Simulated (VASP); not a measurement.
# Ta (P6_3/mmc) in VASP: notebook

Ta is run at these levels: PBEsol; tasks: single point.

All numbers are computed with VASP 6.6.1; they aren't measurements. Logs are shortened: lines on timing, memory, paths and dates and some standing lists are left out, and cuts for length are marked.

### Step 1. The cell of the first run

Symmetry: P6_3/mmc, No. 194, hexagonal system. Conventional cell: a = 2.900 Å, b = 2.900 Å, c = 5.166 Å, α = 90.00°, β = 90.00°, γ = 120.00°. Ta (site symmetry -6m2) has 12 Ta at 2.90 to 3.08 Å within 3.8 Å.

### Step 2. Single point, PBEsol

Input file INCAR:

```
SYSTEM = Ta
  PREC = Accurate
  ENCUT = 520
  EDIFF = 1E-6
  ISMEAR = -1
  SIGMA = 0.05
  LREAL = .False.
  LASPH = .True.
  NELM = 60
  ALGO = Normal
  ISIF = 2
  LWAVE = .False.
  LCHARG = .False.
  GGA = PS
  NBANDS = 18
```

Input file KPOINTS:

```
Automatic mesh
0
Gamma
  13 13 7
  0 0 0
```

Input file POSCAR:

```
Ta
1.0
    2.9003720000      0.0000000000      0.0000000000
   -1.4501860000      2.5117958324      0.0000000000
    0.0000000000      0.0000000000      5.1662740000
Ta
2
Direct
    0.6666670000      0.3333330000      0.7500000000
    0.3333330000      0.6666670000      0.2500000000
```

Potentials or basis: VASP PAW PBE potentials, release 64 (Ta_pv).

Launch:

```console
$ cat potpaw_PBE.64/Ta_pv/POTCAR > POTCAR
$ mpirun -np 1 vasp_std > vasp.out
```

OUTCAR:

```text
SYSTEM = Ta
   PREC = Accurate
   ENCUT = 520
   EDIFF = 1E-6
   ISMEAR = -1
   LREAL = .False.
   LASPH = .True.
   NELM = 60
   ISIF = 2
   GGA = PS

 ion  position               nearest neighbor table
   1  0.667  0.333  0.750-   2 3.08   2 3.08   2 3.08   2 3.08   2 3.08   2 3.08
   2  0.333  0.667  0.250-   1 3.08   1 3.08   1 3.08   1 3.08   1 3.08   1 3.08

  LATTYP: Found a hexagonal cell.
 ALAT       =     2.9003720000
 C/A-ratio  =     1.7812453023

  Lattice vectors:

 A1 = (   2.9003720000,   0.0000000000,   0.0000000000)
 A2 = (  -1.4501860000,   2.5117958324,   0.0000000000)
 A3 = (   0.0000000000,   0.0000000000,   5.1662740000)

Analysis of symmetry for initial positions (statically):
=====================================================================
 Subroutine PRICEL returns:
 Original cell was already a primitive cell.

 Routine SETGRP: Setting up the symmetry group for a
 hexagonal supercell.

 Subroutine GETGRP returns: Found 24 space group operations
 (whereof 12 operations were pure point group operations)
 out of a pool of 24 trial point group operations.

The static configuration has the point symmetry D_3d.
 The point group associated with its full space group is D_6h.

Analysis of symmetry for dynamics (positions and initial velocities):
=====================================================================
 Subroutine PRICEL returns:
 Original cell was already a primitive cell.

 Routine SETGRP: Setting up the symmetry group for a
 hexagonal supercell.

 Subroutine GETGRP returns: Found 24 space group operations
 (whereof 12 operations were pure point group operations)
 out of a pool of 24 trial point group operations.

The dynamic configuration has the point symmetry D_3d.
 The point group associated with its full space group is D_6h.

 Subroutine INISYM returns: Found 24 space group operations
 (whereof 12 operations are pure point group operations),
 and found     1 'primitive' translations

----------------------------------------------------------------------------------------

                                     Primitive cell

  volume of cell :      37.6370

  direct lattice vectors                    reciprocal lattice vectors
     2.900372000  0.000000000  0.000000000     0.344783359  0.199060765  0.000000000
    -1.450186000  2.511795832  0.000000000     0.000000000  0.398121530  0.000000000
     0.000000000  0.000000000  5.166274000     0.000000000  0.000000000  0.193563098

  length of vectors
     2.900372000  2.900372000  5.166274000     0.398121530  0.398121530  0.193563098

  position of ions in fractional coordinates (direct lattice)
     0.666667000  0.333333000  0.750000000
     0.333333000  0.666667000  0.250000000

  ion indices of the primitive-cell ions
   primitive index   ion index
                 1           1
                 2           2

----------------------------------------------------------------------------------------

 KPOINTS: Automatic mesh

Automatic generation of k-mesh.
 Grid dimensions read from file:
 generate k-points for:   13   13    7

 Generating k-lattice:

  Cartesian coordinates                     Fractional coordinates (reciprocal lattice)
     0.026521797  0.015312367  0.000000000     0.076923077  0.000000000  0.000000000
     0.000000000  0.030624733  0.000000000     0.000000000  0.076923077  0.000000000
     0.000000000  0.000000000  0.027651871     0.000000000  0.000000000  0.142857143

  Length of vectors
     0.030624733  0.030624733  0.027651871

  Shift w.r.t. Gamma in fractional coordinates (k-lattice)
     0.000000000  0.000000000  0.000000000

 Subroutine IBZKPT returns following result:
 ===========================================

 Found     84 irreducible k-points:

 Following reciprocal coordinates:
            Coordinates               Weight
  0.000000  0.000000  0.000000      1.000000
  0.076923 -0.000000  0.000000      6.000000
  0.153846 -0.000000  0.000000      6.000000
  0.230769 -0.000000  0.000000      6.000000
  0.307692 -0.000000  0.000000      6.000000
  0.384615 -0.000000  0.000000      6.000000
[... 16 lines left out ...]
  0.076923 -0.000000  0.142857     12.000000
  0.153846 -0.000000  0.142857     12.000000
 [... further k-points ...]
   k-points           NKPTS =     84   k-points in BZ     NKDIM =     84   number of bands    NBANDS=     18
   number of dos      NEDOS =    301   number of ions     NIONS =      2
   total plane-waves  NPLWV =  23040
   dimension x,y,z NGX =    24 NGY =   24 NGZ =   40
   dimension x,y,z NGXF=    48 NGYF=   48 NGZF=   80
   ions per type =               2
   NGX,Y,Z   is equivalent  to a cutoff of  13.76, 13.76, 12.87 a.u.
   NGXF,Y,Z  is equivalent  to a cutoff of  27.51, 27.51, 25.74 a.u.
 SYSTEM =  Ta
   PREC   = accura    normal or accurate (medium, high low for compatibility)
   ISTART =      0    job   : 0-new  1-cont  2-samecut
   ICHARG =      2    charge: 1-file 2-atom 10-const
   ISPIN  =      1    spin polarized calculation?
   LNONCOLLINEAR =      F non collinear calculations
   LSORBIT =      F    spin-orbit coupling
   LASPH  =      T    aspherical Exc in radial PAW
   ENCUT  =  520.0 eV  38.22 Ry    6.18 a.u.   5.39  5.39  9.61*2*pi/ulx,y,z
   NELM   =     60;   NELMIN=  2; NELMDL= -5     # of ELM steps
   EDIFF  = 0.1E-05   stopping-criterion for ELM
   LREAL  =      F    real-space projection
   EDIFFG = 0.1E-04   stopping-criterion for IOM
   NSW    =      0    number of steps for IOM
   IBRION =     -1    ionic relax: 0-MD 1-quasi-New 2-CG
   NFREE  =      0    steps in history (QN), initial steepest desc. (CG)
   ISIF   =      2    stress and relaxation
   ISYM   =      2    0-nonsym 1-usesym 2-fastsym
   POTIM  = 0.5000    time-step for ionic-motion
   TEBEG  =    0.0;   TEEND  =   0.0 temperature during run
   PSTRESS=    0.0 pullay stress
   NELECT =      22.0000    total number of electrons
   NUPDOWN=      -1.0000    fix difference up-down
   EMIN   =  10.00;   EMAX   =-10.00  energy-range for DOS
   EFERMI =   0.00;   METHOD = LEGACY
   ISMEAR =    -1;   SIGMA  =   0.05  broadening in eV -4-tet -1-fermi 0-gaus
   EFERMI_NEDOS =   21; number of points for ismear=-14 and -15
   IALGO  =     38    algorithm
   IMIX   =      4    mixing-type and parameters
     AMIX     =   0.40;   BMIX     =  1.00
     AMIX_MAG =   1.60;   BMIX_MAG =  1.00
  volume/ion in A,a.u.               =      18.82       126.99
  Fermi-wavevector in a.u.,A,eV,Ry     =   1.368812  2.586680 25.492517  1.873647
  Thomas-Fermi vector in A             =   2.494743
   LORBIT       =      0    0 simple, 1 ext, 2 COOP (PROOUT), +10 PAW based schemes
   GGA     = PS    functional components
   LHFCALC =     F    Hartree Fock is set to
   AEXX    =    0.0000 exact exchange contribution
   IVDW    =     0    specifies the selected vdW correction
   LEPSILON=     F    determine dielectric tensor
   LRPA    =     F    only Hartree local field effects (RPA)
 non-spin polarized calculation
  energy-cutoff  :      520.00
  volume of cell :       37.64
 maximum number of plane-waves:      1039
 NGX is ok and might be reduce to    24
   NGX = 11   NGY = 11   NGZ = 19

 number of electron      22.0000003 magnetization

 Free energy of the ion-electron system (eV)
  ---------------------------------------------------
  ext. energy  EPLUGINS =         0.00000000
  ---------------------------------------------------
  free energy    TOTEN  =       -24.48876574 eV

  energy without entropy =      -24.46693996  energy(sigma->0) =      -24.47785285

 E-fermi :   5.3681     XC(G=0): -12.4931

 val. band max:        5.3603356712   @ k =   0.2308   0.1538   0.0000
 cond. band min:       5.3707351174   @ k =   0.0769   0.0769   0.4286
 fundamental gap:      0.0103994462
 Fermi energy:         5.3680871457

 k-point     1 :       0.0000    0.0000    0.0000
  band No.  band energies     occupation
      1     -29.1239      2.00000
      2     -28.3103      2.00000
      3     -28.1922      2.00000
      4     -28.1922      2.00000
      5     -28.1101      2.00000
      6     -28.1101      2.00000
[... 10 lines left out ...]
     17      10.5054      0.00000
     18      10.5054      0.00000

 k-point     2 :       0.0769   -0.0000    0.0000
  band No.  band energies     occupation
      1     -29.1050      2.00000
      2     -28.3124      2.00000
      3     -28.2534      2.00000
      4     -28.2089      2.00000
      5     -28.1728      2.00000
      6     -28.1214      2.00000
[... 10 lines left out ...]
     17      10.5980      0.00000
     18      10.9845      0.00000

 k-point     3 :       0.1538   -0.0000    0.0000
  band No.  band energies     occupation
      1     -29.0511      2.00000
      2     -28.4216      2.00000
      3     -28.3420      2.00000
      4     -28.3199      2.00000
      5     -28.2539      2.00000
      6     -28.1532      2.00000
[... 10 lines left out ...]
     17      10.7664      0.00000
     18      12.0204      0.00000

 k-point     4 :       0.2308   -0.0000    0.0000
  band No.  band energies     occupation
      1     -28.9697      2.00000
      2     -28.6549      2.00000
      3     -28.5710      2.00000
      4     -28.3354      2.00000
      5     -28.3155      2.00000
      6     -28.1990      2.00000
[... 375 lines left out ...]
      4     -28.1882      2.00000
      5     -28.1142      2.00000
      6     -28.1142      2.00000
[... 10 lines left out ...]
     17      10.4805      0.00000
     18      10.4805      0.00000

 k-point    23 :       0.0769   -0.0000    0.1429
  band No.  band energies     occupation
      1     -29.0685      2.00000
      2     -28.3572      2.00000
      3     -28.2488      2.00000
      4     -28.2046      2.00000
      5     -28.1736      2.00000
      6     -28.1257      2.00000
[... 10 lines left out ...]
     17      10.5525      0.00000
     18      10.8307      0.00000

 k-point    24 :       0.1538   -0.0000    0.1429
  band No.  band energies     occupation
      1     -29.0196      2.00000
      2     -28.4185      2.00000
      3     -28.3925      2.00000
      4     -28.3071      2.00000
      5     -28.2489      2.00000
      6     -28.1582      2.00000
[... 10 lines left out ...]
     17      10.6752      0.00000
     18      11.5621      0.00000

 [... further k-points ...]

------------------------ aborting loop because EDIFF is reached ----------------------------------------

  FORCE on cell =-STRESS in cart. coord.  units (eV):
  Direction    XX          YY          ZZ          XY          YZ          ZX
  --------------------------------------------------------------------------------------
  -------------------------------------------------------------------------------------
  Total       -1.6189319     -1.6189319     -1.7233035     -0.0000000      0.0000000      0.0000000
  in kB      -68.9165757    -68.9165757    -73.3595887     -0.0000000      0.0000000      0.0000000
  external PRESSURE =     -70.3975800 kB  Pullay stress =       0.0000000 kB

 VOLUME and BASIS-vectors are now :
 -----------------------------------------------------------------------------
  energy-cutoff  :      520.00
  volume of cell :       37.64
      direct lattice vectors                 reciprocal lattice vectors
     2.900372000  0.000000000  0.000000000     0.344783359  0.199060765  0.000000000
    -1.450186000  2.511795832  0.000000000     0.000000000  0.398121530  0.000000000
     0.000000000  0.000000000  5.166274000     0.000000000  0.000000000  0.193563098

 POSITION                                       TOTAL-FORCE (eV/Angst)
 -----------------------------------------------------------------------------------
      1.45019      0.83726      3.87471        -0.000000      0.000000      0.000000
     -0.00000      1.67453      1.29157         0.000000     -0.000000      0.000000
 -----------------------------------------------------------------------------------
    total drift:                                0.000045     -0.000026      0.000059

  FREE ENERGIE OF THE ION-ELECTRON SYSTEM (eV)
  ---------------------------------------------------
  free  energy   TOTEN  =       -24.4887657443 eV

  energy  without entropy=      -24.4669399627  energy(sigma->0) =      -24.47785285
```

Run time: 25 s. Hardware: 1 thread of Intel Xeon 6975P-C, shared host; peak memory 0.19 GiB.

What came out:

```yaml
Free_energy: -24.4888 eV
Pressure: -7.0 GPa
Band_gap_on_the_k_mesh: zero (band 11 reaches 6.47 eV, above the bottom of band 12 at 4.84 eV)
```

Caveat: the PAW data sets were made with another functional, which shifts forces and pressure a little; spin-orbit coupling is left out, which moves the levels of the heavy elements.

### Step 3. Single point, PBEsol

Input file INCAR:

```
PREC     = Accurate       # precision mode
ENCUT    = 520            # plane-wave cutoff, eV
EDIFF    = 1E-6           # SCF threshold, eV
ISMEAR   = -1             # smearing method
SIGMA    = 0.05           # smearing width, eV
LREAL    = F              # projectors in reciprocal space
LASPH    = T              # aspherical terms in the spheres
NELM     = 60             # most SCF steps
ALGO     = Normal         # electronic algorithm
ISIF     = 2              # what is computed and relaxed
LWAVE    = F              # write WAVECAR
LCHARG   = F              # write CHGCAR
GGA      = PS             # functional
NBANDS   = 18             # bands
```

Input file KPOINTS:

```
Automatic mesh
0
Gamma
  13 13 7
```

POSCAR is that of step 2.

Potentials or basis: VASP PAW PBE potentials, release 64 (Ta_pv).

Launch:

```console
$ cat potpaw_PBE.64/Ta_pv/POTCAR > POTCAR
$ mpirun -np 1 vasp_std > vasp.out
```

It took 27 s on 1 thread of Intel Xeon 6975P-C, shared host; peak memory 0.19 GiB.

Results (log left out):

```
Free energy            : -24.4888 eV
Pressure               : -7.0 GPa
Band gap on the k mesh : zero (band 11 reaches 6.47 eV, above the bottom of band 12 at 4.84 eV)
```

Stress tensor (GPa, compression positive):
```
-6.89  0.00  0.00
 0.00 -6.89  0.00
 0.00  0.00 -7.34
```

Levels at points of the mesh, in eV from the Fermi level:
```
           k point  band 8  band 9  band 10  band 11  band 12  band 13  band 14  band 15
(0.00, 0.00, 0.00)   -4.87   -0.53    -0.07     0.62     0.62     1.18     1.18     2.98
```

Caveat: the PAW data sets were made with another functional, which shifts forces and pressure a little; spin-orbit coupling is left out, which moves the levels of the heavy elements.
